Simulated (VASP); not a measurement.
# Si in VASP: further runs

The runs below take Si through single point, relaxation of cell and atoms, with PBE.

All numbers are computed with VASP 6.6.1; they aren't measurements. Logs are shortened: lines on timing, memory, paths and dates and some standing lists are left out, and cuts for length are marked.

## (1) The cell of the first run

The typed cell holds 6 atoms: a = 3.868 Å, b = 3.868 Å, c = 9.472 Å, α = 90.00°, β = 90.00°, γ = 120.00°.

## (2) Single point, PBE

INCAR reads:

```
SYSTEM = Si
PREC = Accurate
ENCUT = 520
EDIFF = 1E-6
ISMEAR = 0
SIGMA = 0.03
LREAL = .False.
LASPH = .True.
NELM = 60
ALGO = Normal
ISIF = 2
LWAVE = .False.
LCHARG = .False.
GGA = PE
NBANDS = 21
```

KPOINTS reads:

```
regular mesh
0
Gamma
  8 8 4
  0 0 0
```

POSCAR reads:

```
Si
1.0
    3.8684575814      0.0000000000      0.0000000000
   -1.9342287907      3.3501825390      0.0000000000
    0.0000000000      0.0000000000      9.4722602802
Si
6
Direct
    0.0000000000      0.0000000000     -0.0000226135
    0.0000000000      0.0000000000      0.2500226135
    0.3333333333      0.6666666667      0.3333107198
    0.3333333333      0.6666666667      0.5833559469
    0.6666666667      0.3333333333      0.6666440531
    0.6666666667      0.3333333333      0.9166892802
```

Potentials or basis: VASP PAW PBE potentials, release 64 (Si).

Run with:

```console
cat potpaw_PBE.64/Si/POTCAR > POTCAR
mpirun -np 1 vasp_std > vasp.out
```

OUTCAR:

```text
SYSTEM = Si
   PREC = Accurate
   ENCUT = 520
   EDIFF = 1E-6
   ISMEAR = 0
   LREAL = .False.
   LASPH = .True.
   NELM = 60
   ISIF = 2
   GGA = PE

 ion  position               nearest neighbor table
   1  0.000  0.000  1.000-   2 2.37   6 2.37   6 2.37   6 2.37
   2  0.000  0.000  0.250-   1 2.37   3 2.37   3 2.37   3 2.37
   3  0.333  0.667  0.333-   4 2.37   2 2.37   2 2.37   2 2.37
   4  0.333  0.667  0.583-   3 2.37   5 2.37   5 2.37   5 2.37
   5  0.667  0.333  0.667-   6 2.37   4 2.37   4 2.37   4 2.37
   6  0.667  0.333  0.917-   5 2.37   1 2.37   1 2.37   1 2.37

  LATTYP: Found a hexagonal cell.
 ALAT       =     3.8684575814
 C/A-ratio  =     2.4485883794

  Lattice vectors:

 A1 = (   3.8684575814,   0.0000000000,   0.0000000000)
 A2 = (  -1.9342287907,   3.3501825390,   0.0000000000)
 A3 = (   0.0000000000,   0.0000000000,   9.4722602802)

Analysis of symmetry for initial positions (statically):
=====================================================================
 Subroutine PRICEL returns following result:

  LATTYP: Found a trigonal (rhomboedric) cell.
 ALAT       =     3.8675086299
 COS(alpha) =     0.4997546047

  Lattice vectors:

 A1 = (   1.9342287903,   1.1167275132,  -3.1574200940)
 A2 = (   0.0000000002,  -2.2334550261,  -3.1574200931)
 A3 = (  -1.9342287905,   1.1167275129,  -3.1574200931)

   3 primitive cells build up your supercell.

 Routine SETGRP: Setting up the symmetry group for a
 hexagonal supercell.

 Subroutine GETGRP returns: Found 12 space group operations
 (whereof  6 operations were pure point group operations)
 out of a pool of 24 trial point group operations.

The static configuration has the point symmetry C_3v.
 The point group associated with its full space group is D_3d.

Analysis of symmetry for dynamics (positions and initial velocities):
=====================================================================
 Subroutine PRICEL returns following result:

  LATTYP: Found a trigonal (rhomboedric) cell.
 ALAT       =     3.8675086299
 COS(alpha) =     0.4997546047

  Lattice vectors:

 A1 = (   1.9342287903,   1.1167275132,  -3.1574200940)
 A2 = (   0.0000000002,  -2.2334550261,  -3.1574200931)
 A3 = (  -1.9342287905,   1.1167275129,  -3.1574200931)

   3 primitive cells build up your supercell.

 Routine SETGRP: Setting up the symmetry group for a
 hexagonal supercell.

 Subroutine GETGRP returns: Found 12 space group operations
 (whereof  6 operations were pure point group operations)
 out of a pool of 24 trial point group operations.

The dynamic configuration has the point symmetry C_3v.
 The point group associated with its full space group is D_3d.

 Subroutine INISYM returns: Found 12 space group operations
 (whereof  6 operations are pure point group operations),
 and found     3 'primitive' translations

----------------------------------------------------------------------------------------

                                     Primitive cell

  volume of cell :      40.9203

  direct lattice vectors                    reciprocal lattice vectors
     1.934228790  1.116727513 -3.157420094     0.258500960  0.149245599 -0.105571423
     0.000000000 -2.233455026 -3.157420093    -0.000000000 -0.298491198 -0.105571423
    -1.934228791  1.116727513 -3.157420093    -0.258500960  0.149245599 -0.105571423

  length of vectors
     3.867508630  3.867508629  3.867508629     0.316610677  0.316610677  0.316610677

  position of ions in fractional coordinates (direct lattice)
     0.000022614  0.000022614  0.000022614
     0.749977386  0.749977386  0.749977386

  ion indices of the primitive-cell ions
   primitive index   ion index
                 1           1
                 2           2

----------------------------------------------------------------------------------------

 KPOINTS: regular mesh

Automatic generation of k-mesh.
 Grid dimensions read from file:
 generate k-points for:    8    8    4

 Generating k-lattice:

  Cartesian coordinates                     Fractional coordinates (reciprocal lattice)
     0.032312620  0.018655700  0.000000000     0.125000000  0.000000000  0.000000000
     0.000000000  0.037311400  0.000000000     0.000000000  0.125000000  0.000000000
     0.000000000  0.000000000  0.026392856     0.000000000  0.000000000  0.250000000

  Length of vectors
     0.037311400  0.037311400  0.026392856

  Shift w.r.t. Gamma in fractional coordinates (k-lattice)
     0.000000000  0.000000000  0.000000000

 Subroutine IBZKPT returns following result:
 ===========================================

 Found     35 irreducible k-points:

 Following reciprocal coordinates:
            Coordinates               Weight
  0.000000  0.000000  0.000000      1.000000
  0.125000  0.000000  0.000000      6.000000
  0.250000  0.000000  0.000000      6.000000
  0.375000  0.000000  0.000000      6.000000
  0.500000  0.000000  0.000000      3.000000
  0.125000  0.125000  0.000000      6.000000
[... 16 lines left out ...]
 -0.125000  0.500000  0.250000     12.000000
  0.250000  0.250000  0.250000     12.000000
 [... further k-points ...]
   k-points           NKPTS =     35   k-points in BZ     NKDIM =     35   number of bands    NBANDS=     21
   number of dos      NEDOS =    301   number of ions     NIONS =      6
   total plane-waves  NPLWV =  63000
   dimension x,y,z NGX =    30 NGY =   30 NGZ =   70
   dimension x,y,z NGXF=    60 NGYF=   60 NGZF=  140
   ions per type =               6
   NGX,Y,Z   is equivalent  to a cutoff of  12.89, 12.89, 12.29 a.u.
   NGXF,Y,Z  is equivalent  to a cutoff of  25.78, 25.78, 24.57 a.u.
 SYSTEM =  Si
   PREC   = accura    normal or accurate (medium, high low for compatibility)
   ISTART =      0    job   : 0-new  1-cont  2-samecut
   ICHARG =      2    charge: 1-file 2-atom 10-const
   ISPIN  =      1    spin polarized calculation?
   LNONCOLLINEAR =      F non collinear calculations
   LSORBIT =      F    spin-orbit coupling
   LASPH  =      T    aspherical Exc in radial PAW
   ENCUT  =  520.0 eV  38.22 Ry    6.18 a.u.   7.19  7.19 17.61*2*pi/ulx,y,z
   NELM   =     60;   NELMIN=  2; NELMDL= -5     # of ELM steps
   EDIFF  = 0.1E-05   stopping-criterion for ELM
   LREAL  =      F    real-space projection
   EDIFFG = 0.1E-04   stopping-criterion for IOM
   NSW    =      0    number of steps for IOM
   IBRION =     -1    ionic relax: 0-MD 1-quasi-New 2-CG
   NFREE  =      0    steps in history (QN), initial steepest desc. (CG)
   ISIF   =      2    stress and relaxation
   ISYM   =      2    0-nonsym 1-usesym 2-fastsym
   POTIM  = 0.5000    time-step for ionic-motion
   TEBEG  =    0.0;   TEEND  =   0.0 temperature during run
   PSTRESS=    0.0 pullay stress
   NELECT =      24.0000    total number of electrons
   NUPDOWN=      -1.0000    fix difference up-down
   EMIN   =  10.00;   EMAX   =-10.00  energy-range for DOS
   EFERMI =   0.00;   METHOD = LEGACY
   ISMEAR =     0;   SIGMA  =   0.03  broadening in eV -4-tet -1-fermi 0-gaus
   EFERMI_NEDOS =   21; number of points for ismear=-14 and -15
   IALGO  =     38    algorithm
   IMIX   =      4    mixing-type and parameters
     AMIX     =   0.40;   BMIX     =  1.00
     AMIX_MAG =   1.60;   BMIX_MAG =  1.00
  volume/ion in A,a.u.               =      20.46       138.07
  Fermi-wavevector in a.u.,A,eV,Ry     =   0.950149  1.795522 12.283122  0.902784
  Thomas-Fermi vector in A             =   2.078499
   LORBIT       =      0    0 simple, 1 ext, 2 COOP (PROOUT), +10 PAW based schemes
   GGA     = PE    functional components
   LHFCALC =     F    Hartree Fock is set to
   AEXX    =    0.0000 exact exchange contribution
   IVDW    =     0    specifies the selected vdW correction
   LEPSILON=     F    determine dielectric tensor
   LRPA    =     F    only Hartree local field effects (RPA)
 non-spin polarized calculation
 Gauss-broadening in eV      SIGMA  =   0.03
  energy-cutoff  :      520.00
  volume of cell :      122.76
 maximum number of plane-waves:      3337
 NGX is ok and might be reduce to    30
   NGX = 15   NGY = 15   NGZ = 35

 number of electron      24.0000002 magnetization

 Free energy of the ion-electron system (eV)
  ---------------------------------------------------
  ext. energy  EPLUGINS =         0.00000000
  ---------------------------------------------------
  free energy    TOTEN  =       -32.54401496 eV

  energy without entropy =      -32.54401496  energy(sigma->0) =      -32.54401496

 E-fermi :   5.7834     XC(G=0):  -9.3238

 val. band max:        5.6117518787   @ k =   0.0000   0.0000   0.0000
 cond. band min:       6.2605349575   @ k =   0.0000   0.3750   0.2500
 fundamental gap:      0.6487830787
 Fermi energy:         5.7833693113

 k-point     1 :       0.0000    0.0000    0.0000
  band No.  band energies     occupation
      1      -6.2006      2.00000
      2      -4.8507      2.00000
      3      -4.8507      2.00000
      4       0.3439      2.00000
      5       0.3439      2.00000
      6       4.6250      2.00000
[... 13 lines left out ...]
     20       9.1106      0.00000
     21       9.1106      0.00000

 k-point     2 :       0.1250    0.0000    0.0000
  band No.  band energies     occupation
      1      -6.0223      2.00000
      2      -4.6789      2.00000
      3      -4.6742      2.00000
      4       0.3852      2.00000
      5       0.3952      2.00000
      6       3.2491      2.00000
[... 13 lines left out ...]
     20       9.3924      0.00000
     21       9.9432      0.00000

 k-point     3 :       0.2500    0.0000    0.0000
  band No.  band energies     occupation
      1      -5.4979      2.00000
      2      -4.1974      2.00000
      3      -4.1467      2.00000
      4       0.1713      2.00000
      5       0.1913      2.00000
      6       1.9428      2.00000
[... 13 lines left out ...]
     20      10.6895      0.00000
     21      10.9673      0.00000

 k-point     4 :       0.3750    0.0000    0.0000
  band No.  band energies     occupation
      1      -4.6754      2.00000
      2      -3.6078      2.00000
      3      -3.2850      2.00000
      4      -0.8602      2.00000
      5      -0.8251      2.00000
      6       0.3830      2.00000
[... 13 lines left out ...]
     20      10.4387      0.00000
     21      11.0517      0.00000

 k-point     5 :       0.5000    0.0000    0.0000
  band No.  band energies     occupation
      1      -3.7647      2.00000
      2      -3.7647      2.00000
      3      -2.1351      2.00000
      4      -2.1347      2.00000
      5      -0.9121      2.00000
      6      -0.9121      2.00000
[... 13 lines left out ...]
     20      10.2134      0.00000
     21      11.9765      0.00000

 k-point     6 :       0.1250    0.1250    0.0000
  band No.  band energies     occupation
      1      -5.6705      2.00000
      2      -4.3361      2.00000
      3      -4.3361      2.00000
      4       0.3344      2.00000
      5       0.3344      2.00000
      6       2.4796      2.00000
[... 13 lines left out ...]
     20      10.0582      0.00000
     21      10.0582      0.00000

 k-point     7 :       0.2500    0.1250    0.0000
  band No.  band energies     occupation
      1      -4.9915      2.00000
      2      -3.7487      2.00000
      3      -3.6576      2.00000
      4      -0.3837      2.00000
      5      -0.3173      2.00000
      6       1.2236      2.00000
[... 13 lines left out ...]
     20      10.5501      0.00000
     21      11.0614      0.00000
[... 291 lines left out ...]
      1      -4.8969      2.00000
      2      -4.2782      2.00000
      3      -3.0451      2.00000
      4      -1.0105      2.00000
      5       0.0075      2.00000
      6       1.3410      2.00000
[... 13 lines left out ...]
     20      10.6374      0.00000
     21      10.9028      0.00000

 k-point    21 :      -0.1250    0.3750    0.2500
  band No.  band energies     occupation
      1      -4.9164      2.00000
      2      -4.2133      2.00000
      3      -3.1479      2.00000
      4      -0.9074      2.00000
      5       0.3787      2.00000
      6       0.8083      2.00000
[... 13 lines left out ...]
     20      10.7723      0.00000
     21      11.5965      0.00000

 k-point    22 :       0.3750    0.1250    0.2500
  band No.  band energies     occupation
      1      -3.9417      2.00000
      2      -3.7084      2.00000
      3      -2.0617      2.00000
      4      -2.0608      2.00000
      5      -1.0915      2.00000
      6      -0.1040      2.00000
[... 13 lines left out ...]
     20      10.0818      0.00000
     21      12.2450      0.00000

 k-point    23 :      -0.1250    0.5000    0.2500
  band No.  band energies     occupation
      1      -4.0744      2.00000
      2      -3.2332      2.00000
      3      -3.0176      2.00000
      4      -1.1402      2.00000
      5      -0.8589      2.00000
      6      -0.6855      2.00000
[... 13 lines left out ...]
     20      10.8985      0.00000
     21      12.8499      0.00000

 k-point    24 :       0.2500    0.2500    0.2500
  band No.  band energies     occupation
      1      -4.1224      2.00000
      2      -3.5388      2.00000
      3      -2.5305      2.00000
      4      -1.4822      2.00000
      5      -0.7131      2.00000
      6      -0.0088      2.00000
[... 13 lines left out ...]
     20      10.8471      0.00000
     21      11.2544      0.00000

 [... further k-points ...]
[... 5 lines left out ...]
  --------------------------------------------------------------------------------------
  -------------------------------------------------------------------------------------
  Total       -0.0573614     -0.0573614     -0.0542824     -0.0000000      0.0000000     -0.0000000
  in kB       -0.7486350     -0.7486350     -0.7084512     -0.0000000      0.0000000     -0.0000000
  external PRESSURE =      -0.7352404 kB  Pullay stress =       0.0000000 kB

 VOLUME and BASIS-vectors are now :
 -----------------------------------------------------------------------------
  energy-cutoff  :      520.00
  volume of cell :      122.76
      direct lattice vectors                 reciprocal lattice vectors
     3.868457581  0.000000000  0.000000000     0.258500960  0.149245599  0.000000000
    -1.934228791  3.350182539  0.000000000     0.000000000  0.298491198  0.000000000
     0.000000000  0.000000000  9.472260280     0.000000000  0.000000000  0.105571423

 POSITION                                       TOTAL-FORCE (eV/Angst)
 -----------------------------------------------------------------------------------
      0.00000      0.00000      9.47205        -0.000000     -0.000000     -0.000042
      0.00000      0.00000      2.36828         0.000000      0.000000      0.000042
     -0.00000      2.23346      3.15721        -0.000000     -0.000000     -0.000042
     -0.00000      2.23346      5.52570         0.000000      0.000000      0.000042
      1.93423      1.11673      6.31463        -0.000000     -0.000000     -0.000042
      1.93423      1.11673      8.68312         0.000000      0.000000      0.000042
 -----------------------------------------------------------------------------------
    total drift:                                0.000000      0.000000     -0.000000

  FREE ENERGIE OF THE ION-ELECTRON SYSTEM (eV)
  ---------------------------------------------------
  free  energy   TOTEN  =       -32.5440149647 eV

  energy  without entropy=      -32.5440149647  energy(sigma->0) =      -32.54401496
```

Wall time 57 s (1 thread of Intel Xeon Platinum 8375C at 2.90GHz (Ice Lake), shared host); peak memory 0.25 GiB.

What came out:

- Free energy: -32.5440 eV
- Pressure: -0.1 GPa
- Band gap on the k mesh: 0.65 eV

A k mesh can miss the band edges.

## (3) Relaxation of cell and atoms, PBE

This run uses another cell than the first one, of 20.02 Å³/atom, 0.979 times its volume.

INCAR reads:

```
  ALGO = Normal
  EDIFF = 1E-6
  EDIFFG = -0.002
  ENCUT = 600
  GGA = PE
  IBRION = 2
  ISIF = 3
  ISMEAR = 0
  LASPH = T
  LCHARG = F
  LREAL = F
  LWAVE = F
  NELM = 60
  NSW = 80
  PREC = Accurate
  SIGMA = 0.03
```

KPOINTS reads:

```
k-points
0
Gamma
  8 8 4
```

POSCAR reads:

```
Si
1.0
    3.8402969300      0.0000000000      0.0000000000
   -1.9201484650      3.3257946995      0.0000000000
    0.0000000000      0.0000000000      9.4067679400
Si
6
Direct
    0.0000000000      0.0000000000      0.0000000000
    0.0000000000      0.0000000000      0.2500000000
    0.3333333333      0.6666666667      0.3333333333
    0.3333333333      0.6666666667      0.5833333333
    0.6666666667      0.3333333333      0.6666666667
    0.6666666667      0.3333333333      0.9166666667
```

Potentials or basis: VASP PAW PBE potentials, release 64 (Si).

Run with:

```console
cat potpaw_PBE.64/Si/POTCAR > POTCAR
mpirun -np 1 vasp_std > vasp.out
```

It took 2.7 min on 1 thread of Intel Xeon Platinum 8259CL at 2.50GHz (Skylake/Cascade Lake), shared host; peak memory 0.29 GiB.

The run converged. Its results:

```yaml
Free_energy: -32.5443 eV
Relaxed_volume: 20.44 Å³/atom
Relaxed_cell: a = 3.867 Å, b = 3.867 Å, c = 9.471 Å, α = 90.00°, β = 90.00°, γ = 120.00°
Space_group_after_relaxing_to_0.05_Å: Fd-3m (No. 227)
Energy_gained_by_relaxing: 2.5 meV/atom
Ionic_steps: 6
Pressure_after_relaxing: 0.0 GPa
Band_gap_on_the_k_mesh: 0.65 eV
```

The path:
```csv
step,energy change (eV),largest force (eV/Å),pressure (GPa),volume (Å³)
1,0.0000,0.0018,1.94,120.14
2,-0.0082,0.0025,-1.22,124.41
3,-0.0149,0.0023,0.01,122.66
4,-0.0149,0.0023,-0.03,122.71
5,-0.0149,0.0005,0.01,122.65
6,-0.0149,0.0010,0.01,122.67
```

Final structure:
```xyz
6
Lattice="3.8673 0.0000 0.0000 -1.9336 3.3492 0.0000 0.0000 0.0000 9.4706" Properties=species:S:1:pos:R:3 pbc="T T T"
Si    0.0000    0.0000    9.4705
Si    1.9336    3.3492    2.3678
Si    0.0000    2.2328    3.1568
Si    0.0000    2.2328    5.5247
Si    1.9336    1.1164    6.3136
Si    1.9336    1.1164    8.6815
```

Levels at points of the mesh, in eV from the valence-band top:
| k point | band 9 | band 10 | band 11 | band 12 | band 13 | band 14 | band 15 | band 16 |
| --- | --- | --- | --- | --- | --- | --- | --- | --- |
| (0.00, 0.00, 0.00) | -0.99 | 0.00 | 0.00 | 0.00 | 1.69 | 1.69 | 2.55 | 2.56 |
| (0.50, 0.00, 0.00) | -2.73 | -2.73 | -1.74 | -1.74 | 0.75 | 0.75 | 2.04 | 2.04 |
| (0.00, 0.00, 0.50) | -0.44 | -0.44 | -0.44 | -0.44 | 1.46 | 2.28 | 2.28 | 3.19 |
| (0.50, 0.00, 0.50) | -2.50 | -2.50 | -1.18 | -1.18 | 1.09 | 1.09 | 1.47 | 2.72 |
